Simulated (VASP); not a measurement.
# WC: single point with PBEsol

The system is WC.

```
W C
1.0
     0.00000    2.19268    2.19268
     2.19268    0.00000    2.19268
     2.19268    2.19268    0.00000
W C
1 1
Direct
  0.05131 0.94869 0.94869
  0.50000 0.50000 0.50000
```

This cell differs from its parent crystal: atom 1 (W) moved by (-0.225, +0.000) A along x and z.

| Item | Value |
| --- | --- |
| Program | VASP 6.6.1 |
| Task | single point |
| Functional | PBEsol |
| Potentials or basis | VASP PAW PBE potentials, release 64 (W_sv, C) |
| Cutoff | 600 eV |
| k mesh | 18 × 18 × 18 |
| Occupations | gaussian, width 0.15 eV |
| Spin | no spin polarisation |

```yaml
Pressure: -0.7 GPa
Largest_force: 1.989 eV/Å
Band_gap_on_the_k_mesh: zero (bands 9 and 10 overlap by 3.03 eV)
```

Forces in eV/Å, atoms in the order of the input:
```
W    1.989  0.000  0.000
C   -1.989  0.000  0.000
```

Stress tensor (GPa, compression positive):
```
17.05  0.00  0.00
 0.00 -9.58  0.00
 0.00  0.00 -9.58
```

Levels at points of the mesh, in eV from the Fermi level:
```csv
k point,band 7,band 8,band 9,band 10,band 11,band 12
"(0.00, 0.00, 0.00)",-3.56,-2.99,-2.59,-0.80,0.18,0.18
"(0.50, 0.00, 0.00)",-6.41,-6.32,1.02,1.22,2.44,4.52
"(0.50, 0.50, 0.00)",-5.49,-2.78,-1.50,1.58,2.37,2.42
"(0.00, 0.50, 0.50)",-5.33,-2.37,-2.37,1.05,2.36,2.36
```

It took 6.2 min on 1 thread of Intel Xeon 8259CL, with other jobs on the host, peak memory 0.33 GiB.

Caveat: the cell differs from its parent crystal (atom 1 (W) moved by (-0.225, +0.000) A along x and z); the PAW data sets were made with another functional, which shifts forces and pressure a little; spin-orbit coupling is left out, which moves the levels of the heavy elements.
